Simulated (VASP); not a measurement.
# CoW3 (Pm-3m) in VASP: relaxation of cell and atoms with PBE

Aim: the relaxation of cell and atoms of CoW3 with PBE.

All numbers are computed with VASP 6.6.1; they aren't measurements. Logs are shortened: lines on timing, memory, paths and dates and some standing lists are left out, and cuts for length are marked.

## 1. The cell of the first run

Symmetry: Pm-3m, No. 221, cubic system. Conventional cell: a = 3.843 Å, b = 3.843 Å, c = 3.843 Å, α = 90.00°, β = 90.00°, γ = 90.00°. Within 3.6 Å of Co (site symmetry m-3m) lie 12 W at 2.72 Å. Within 3.6 Å of W (site symmetry 4/mmm) lie 4 Co at 2.72 Å and 8 W at 2.72 Å.

## 2. Relaxation of cell and atoms, PBE, collinear spin, ferromagnetic start

File INCAR:

```
PREC     = Accurate       # precision mode
ENCUT    = 600            # plane-wave cutoff, eV
EDIFF    = 1E-6           # SCF threshold, eV
ISMEAR   = 0              # smearing method
SIGMA    = 0.1            # smearing width, eV
LREAL    = F              # projectors in reciprocal space
LASPH    = T              # aspherical terms in the spheres
NELM     = 150            # most SCF steps
ALGO     = Fast           # electronic algorithm
ISIF     = 3              # what is computed and relaxed
LWAVE    = F              # write WAVECAR
LCHARG   = F              # write CHGCAR
ISPIN    = 2              # spin polarisation
MAGMOM   = 0.32 0 0 0     # initial moments
LORBIT   = 11             # projections on sites
LMAXMIX  = 4              # l up to which the mixer works
GGA      = PE             # functional
IBRION   = 2              # ionic algorithm
NSW      = 90             # ionic steps
EDIFFG   = -0.04          # ionic threshold
```

File KPOINTS:

```
regular mesh
0
Gamma
  4 4 4
```

File POSCAR:

```
CoW3
1.0
    3.8430263580      0.0000000000      0.0000000000
    0.0000000000      3.8430263580      0.0000000000
    0.0000000000      0.0000000000      3.8430263580
Co W
1 3
Direct
    0.0000000000      0.0000000000      0.0000000000
    0.0000000000      0.5000000000      0.5000000000
    0.5000000000      0.0000000000      0.5000000000
    0.5000000000      0.5000000000      0.0000000000
```

Potentials or basis: VASP PAW PBE potentials, release 64 (Co, W_sv).

Launch:

```
$ cat potpaw_PBE.64/Co/POTCAR potpaw_PBE.64/W_sv/POTCAR > POTCAR
$ mpirun -np 1 vasp_std > vasp.out
```

OUTCAR:

```text
PREC = Accurate
   ENCUT = 600
   EDIFF = 1E-6
   ISMEAR = 0
   LREAL = F
   LASPH = T
   NELM = 150
   ISIF = 3
   ISPIN = 2
   LORBIT = 11
   GGA = PE
   IBRION = 2
   NSW = 90
   EDIFFG = -0.04

 ion  position               nearest neighbor table
   1  0.000  0.000  0.000-   2 2.72   3 2.72   4 2.72   2 2.72   3 2.72   2 2.72   4 2.72   2 2.72
                             3 2.72   4 2.72   3 2.72   4 2.72
   2  0.000  0.500  0.500-   1 2.72   3 2.72   4 2.72   1 2.72   4 2.72   1 2.72   3 2.72   1 2.72
                             3 2.72   4 2.72   4 2.72   3 2.72
   3  0.500  0.000  0.500-   1 2.72   2 2.72   4 2.72   1 2.72   4 2.72   2 2.72   4 2.72   4 2.72
                             1 2.72   2 2.72   1 2.72   2 2.72
   4  0.500  0.500  0.000-   1 2.72   2 2.72   3 2.72   2 2.72   3 2.72   1 2.72   3 2.72   3 2.72
                             1 2.72   2 2.72   2 2.72   1 2.72

  LATTYP: Found a simple cubic cell.
 ALAT       =     3.8430263580

  Lattice vectors:

 A1 = (   3.8430263580,   0.0000000000,   0.0000000000)
 A2 = (   0.0000000000,   3.8430263580,   0.0000000000)
 A3 = (   0.0000000000,   0.0000000000,   3.8430263580)

Analysis of symmetry for initial positions (statically):
=====================================================================
 Subroutine PRICEL returns:
 Original cell was already a primitive cell.

 Routine SETGRP: Setting up the symmetry group for a
 simple cubic supercell.

 Subroutine GETGRP returns: Found 48 space group operations
 (whereof 48 operations were pure point group operations)
 out of a pool of 48 trial point group operations.

The static configuration has the point symmetry O_h .

Analysis of symmetry for dynamics (positions and initial velocities):
=====================================================================
 Subroutine PRICEL returns:
 Original cell was already a primitive cell.

 Routine SETGRP: Setting up the symmetry group for a
 simple cubic supercell.

 Subroutine GETGRP returns: Found 48 space group operations
 (whereof 48 operations were pure point group operations)
 out of a pool of 48 trial point group operations.

The dynamic configuration has the point symmetry O_h .

Analysis of structural, dynamic, and magnetic symmetry:
=====================================================================
 Subroutine PRICEL returns:
 Original cell was already a primitive cell.

 Routine SETGRP: Setting up the symmetry group for a
 simple cubic supercell.

 Subroutine GETGRP returns: Found 48 space group operations
 (whereof 48 operations were pure point group operations)
 out of a pool of 48 trial point group operations.

The overall configuration has the point symmetry O_h .

 Subroutine INISYM returns: Found 48 space group operations
 (whereof 48 operations are pure point group operations),
 and found     1 'primitive' translations

----------------------------------------------------------------------------------------

                                     Primitive cell

  volume of cell :      56.7571

  direct lattice vectors                    reciprocal lattice vectors
     3.843026358  0.000000000  0.000000000     0.260211590  0.000000000  0.000000000
     0.000000000  3.843026358  0.000000000     0.000000000  0.260211590  0.000000000
     0.000000000  0.000000000  3.843026358     0.000000000  0.000000000  0.260211590

  length of vectors
     3.843026358  3.843026358  3.843026358     0.260211590  0.260211590  0.260211590

  position of ions in fractional coordinates (direct lattice)
     0.000000000  0.000000000  0.000000000
     0.000000000  0.500000000  0.500000000
     0.500000000  0.000000000  0.500000000
     0.500000000  0.500000000  0.000000000

  ion indices of the primitive-cell ions
   primitive index   ion index
                 1           1
                 2           2
                 3           3
                 4           4

----------------------------------------------------------------------------------------

 KPOINTS: regular mesh

Automatic generation of k-mesh.
 Grid dimensions read from file:
 generate k-points for:    4    4    4

 Generating k-lattice:

  Cartesian coordinates                     Fractional coordinates (reciprocal lattice)
     0.065052898  0.000000000  0.000000000     0.250000000  0.000000000  0.000000000
     0.000000000  0.065052898  0.000000000     0.000000000  0.250000000  0.000000000
     0.000000000  0.000000000  0.065052898     0.000000000  0.000000000  0.250000000

  Length of vectors
     0.065052898  0.065052898  0.065052898

  Shift w.r.t. Gamma in fractional coordinates (k-lattice)
     0.000000000  0.000000000  0.000000000

 Subroutine IBZKPT returns following result:
 ===========================================

 Found     10 irreducible k-points:

 Following reciprocal coordinates:
            Coordinates               Weight
  0.000000  0.000000  0.000000      1.000000
  0.250000  0.000000  0.000000      6.000000
  0.500000  0.000000  0.000000      3.000000
  0.250000  0.250000  0.000000     12.000000
  0.500000  0.250000  0.000000     12.000000
  0.500000  0.500000  0.000000      3.000000
  0.250000  0.250000  0.250000      8.000000
  0.500000  0.250000  0.250000     12.000000
  0.500000  0.500000  0.250000      6.000000
  0.500000  0.500000  0.500000      1.000000
   k-points           NKPTS =     10   k-points in BZ     NKDIM =     10   number of bands    NBANDS=     30
   number of dos      NEDOS =    301   number of ions     NIONS =      4
   total plane-waves  NPLWV =  32768
   dimension x,y,z NGX =    32 NGY =   32 NGZ =   32
   dimension x,y,z NGXF=    64 NGYF=   64 NGZF=   64
   ions per type =               1   3
   NGX,Y,Z   is equivalent  to a cutoff of  13.84, 13.84, 13.84 a.u.
   NGXF,Y,Z  is equivalent  to a cutoff of  27.69, 27.69, 27.69 a.u.
 SYSTEM =  unknown system
   PREC   = accura    normal or accurate (medium, high low for compatibility)
   ISTART =      0    job   : 0-new  1-cont  2-samecut
   ICHARG =      2    charge: 1-file 2-atom 10-const
   ISPIN  =      2    spin polarized calculation?
   LNONCOLLINEAR =      F non collinear calculations
   LSORBIT =      F    spin-orbit coupling
   LASPH  =      T    aspherical Exc in radial PAW
   ENCUT  =  600.0 eV  44.10 Ry    6.64 a.u.   7.68  7.68  7.68*2*pi/ulx,y,z
   NELM   =    150;   NELMIN=  2; NELMDL= -5     # of ELM steps
   EDIFF  = 0.1E-05   stopping-criterion for ELM
   LREAL  =      F    real-space projection
   EDIFFG = -.4E-01   stopping-criterion for IOM
   NSW    =     90    number of steps for IOM
   IBRION =      2    ionic relax: 0-MD 1-quasi-New 2-CG
   NFREE  =      1    steps in history (QN), initial steepest desc. (CG)
   ISIF   =      3    stress and relaxation
   ISYM   =      2    0-nonsym 1-usesym 2-fastsym
   POTIM  = 0.5000    time-step for ionic-motion
   TEBEG  =    0.0;   TEEND  =   0.0 temperature during run
   PSTRESS=    0.0 pullay stress
   NELECT =      51.0000    total number of electrons
   NUPDOWN=      -1.0000    fix difference up-down
   EMIN   =  10.00;   EMAX   =-10.00  energy-range for DOS
   EFERMI =   0.00;   METHOD = LEGACY
   ISMEAR =     0;   SIGMA  =   0.10  broadening in eV -4-tet -1-fermi 0-gaus
   EFERMI_NEDOS =   21; number of points for ismear=-14 and -15
   IALGO  =     68    algorithm
   IMIX   =      4    mixing-type and parameters
     AMIX     =   0.40;   BMIX     =  1.00
     AMIX_MAG =   1.60;   BMIX_MAG =  1.00
  volume/ion in A,a.u.               =      14.19        95.75
  Fermi-wavevector in a.u.,A,eV,Ry     =   1.579762  2.985316 33.955331  2.495646
  Thomas-Fermi vector in A             =   2.680092
   LORBIT       =     11    0 simple, 1 ext, 2 COOP (PROOUT), +10 PAW based schemes
   GGA     = PE    functional components
   LHFCALC =     F    Hartree Fock is set to
   AEXX    =    0.0000 exact exchange contribution
   IVDW    =     0    specifies the selected vdW correction
   LEPSILON=     F    determine dielectric tensor
   LRPA    =     F    only Hartree local field effects (RPA)
 conjugate gradient relaxation of ions
 spin polarized calculation
 RMM-DIIS sequential band-by-band and
 Gauss-broadening in eV      SIGMA  =   0.10
  energy-cutoff  :      600.00
  volume of cell :       56.76
 maximum number of plane-waves:      1924
 NGX is ok and might be reduce to    32
   NGX = 15   NGY = 15   NGZ = 15

--------------------------------------- Ionic step        1  -------------------------------------------

 number of electron      50.9999993 magnetization      -0.6315730

 number of electron      50.9999993 magnetization       0.4870597

 Free energy of the ion-electron system (eV)
  ---------------------------------------------------
  ext. energy  EPLUGINS =         0.00000000
  ---------------------------------------------------
  free energy    TOTEN  =       -44.70659547 eV

  energy without entropy =      -44.69759507  energy(sigma->0) =      -44.70209527

------------------------ aborting loop because EDIFF is reached ----------------------------------------

  FORCE on cell =-STRESS in cart. coord.  units (eV):
  Direction    XX          YY          ZZ          XY          YZ          ZX
  --------------------------------------------------------------------------------------
  -------------------------------------------------------------------------------------
  Total        5.0349270      5.0349270      5.0349270      0.0000000      0.0000000      0.0000000
  in kB      142.1293175    142.1293175    142.1293175      0.0000000      0.0000000      0.0000000
  external PRESSURE =     142.1293175 kB  Pullay stress =       0.0000000 kB
[... 27 lines left out ...]
 number of electron      51.0000012 magnetization      -0.0488999

 number of electron      51.0000011 magnetization       0.9941891

 E-fermi :   8.8358     XC(G=0): -12.7547

 val. band max:        8.8070976442   @ k =   0.5000   0.0000   0.0000
 cond. band min:       8.8701360460   @ k =   0.5000   0.0000   0.0000
 fundamental gap:      0.0630384018
 Fermi energy:         8.8357640448

 spin component 1

 k-point     1 :       0.0000    0.0000    0.0000
  band No.  band energies     occupation
      1     -65.0793      1.00000
      2     -64.9892      1.00000
      3     -64.9892      1.00000
      4     -29.5195      1.00000
      5     -29.5195      1.00000
      6     -29.5195      1.00000
[... 727 lines left out ...]
--------------------------------------- Ionic step        4  -------------------------------------------

 number of electron      51.0000019 magnetization       0.4992506

 Free energy of the ion-electron system (eV)
  ---------------------------------------------------
  ext. energy  EPLUGINS =         0.00000000
  ---------------------------------------------------
  free energy    TOTEN  =       -44.93327537 eV

  energy without entropy =      -44.92256098  energy(sigma->0) =      -44.92791817

 E-fermi :  10.4867     XC(G=0): -13.4883

 val. band max:       10.4547636173   @ k =   0.2500   0.0000   0.0000
 cond. band min:      10.5709047341   @ k =   0.5000   0.0000   0.0000
 fundamental gap:      0.1161411168
 Fermi energy:        10.4866774897

 spin component 1

 k-point     1 :       0.0000    0.0000    0.0000
  band No.  band energies     occupation
      1     -63.1605      1.00000
      2     -62.9979      1.00000
      3     -62.9979      1.00000
      4     -27.8420      1.00000
      5     -27.8420      1.00000
      6     -27.8420      1.00000
[... 683 lines left out ...]
  FREE ENERGIE OF THE ION-ELECTRON SYSTEM (eV)
  ---------------------------------------------------
  free  energy   TOTEN  =       -44.9332753714 eV

  energy  without entropy=      -44.9225609765  energy(sigma->0) =      -44.92791817

 reached required accuracy - stopping structural energy minimisation

 total charge

# of ion       s       p       d       tot
------------------------------------------
    1        0.466   0.546   7.283   8.294
    2        2.417   6.302   3.368  12.087
    3        2.417   6.302   3.368  12.087
    4        2.417   6.302   3.368  12.087
--------------------------------------------------
tot          7.717  19.452  17.386  44.556

 magnetization (x)

# of ion       s       p       d       tot
------------------------------------------
    1        0.002   0.002   0.443   0.447
    2       -0.000  -0.001   0.018   0.017
    3       -0.000  -0.001   0.018   0.017
    4       -0.000  -0.001   0.018   0.017
--------------------------------------------------
tot          0.001  -0.001   0.497   0.497
```

Wall time 5.1 min (1 thread of Intel Xeon 8259CL, shared host); peak memory 0.23 GiB.

Results:

- Free energy: -44.9333 eV
- Relaxed volume: 14.85 Å³/atom
- Relaxed cell: a = 3.901 Å, b = 3.901 Å, c = 3.901 Å, α = 90.00°, β = 90.00°, γ = 90.00°
- Space group after relaxing (to 0.1 Å): Pm-3m (No. 221)
- Energy gained by relaxing: 56.7 meV/atom
- Ionic steps: 4
- Pressure after relaxing: -0.2 GPa
- Net moment: 0.50 μB per cell
- Site moments: Co +0.45; W +0.02 μB
- Valence electrons inside the program's atomic spheres: Co 8.29; W 12.09

Step by step:
```csv
step,energy change (eV),largest force (eV/Å),pressure (GPa),volume (Å³)
1,0.0000,0.0000,14.21,56.76
2,0.5716,0.0000,-26.92,67.74
3,-0.2200,0.0000,-3.16,60.02
4,-0.2267,0.0000,-0.20,59.39
```

Final structure:
```
Co W
1.0
     3.90150    0.00000    0.00000
     0.00000    3.90150    0.00000
     0.00000    0.00000    3.90150
Co W
1 3
Direct
  0.00000 0.00000 0.00000
  0.00000 0.50000 0.50000
  0.50000 0.00000 0.50000
  0.50000 0.50000 0.00000
```

Caveat: the k points lie up to 0.40 Å⁻¹ apart in the final cell; spin-orbit coupling is left out, which moves the levels of the heavy elements.
